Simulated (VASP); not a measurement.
C19O, 20 atoms in the cell. The cell holds a slab with vacuum, 20 atoms: a = 7.398 Å, b = 7.398 Å, c = 11.000 Å, α = 90.00°, β = 90.00°, γ = 120.00°. 

| Quantity | Value |
| --- | --- |
| Program | VASP 6.6.1 |
| Task | single point |
| Functional | PBE |
| Potentials or basis | VASP PAW PBE potentials, release 64 (C, O) |
| Cutoff | 520 eV |
| k mesh | 2 × 2 × 1 |
| Occupations | fermi-dirac, width 0.05 eV |
| Spin | no spin polarisation |
| Dipole correction | no |
| Further INCAR settings | LREAL = Auto; ALGO = Normal; EDIFF = 1e-06; NBANDS = 57 |

Potentials or basis: VASP PAW PBE potentials, release 64 (C, O).

Launch:

```sh
$ cat potpaw_PBE.64/C/POTCAR potpaw_PBE.64/O/POTCAR > POTCAR
$ mpirun -np 1 vasp_std > vasp.out
```

Hardware: 1 thread of Intel(R) Xeon(R) Platinum 8259CL CPU @ 2.50GHz (Skylake/Cascade Lake) (shared host).

**Question.** Estimate the wall time of this run.

**Answer.** Run time: 4.4 min on 1 thread of Intel(R) Xeon(R) Platinum 8259CL CPU @ 2.50GHz (Skylake/Cascade Lake), on a shared host, peak memory 0.58 GiB. Counts: scf iterations 22, k points 4.
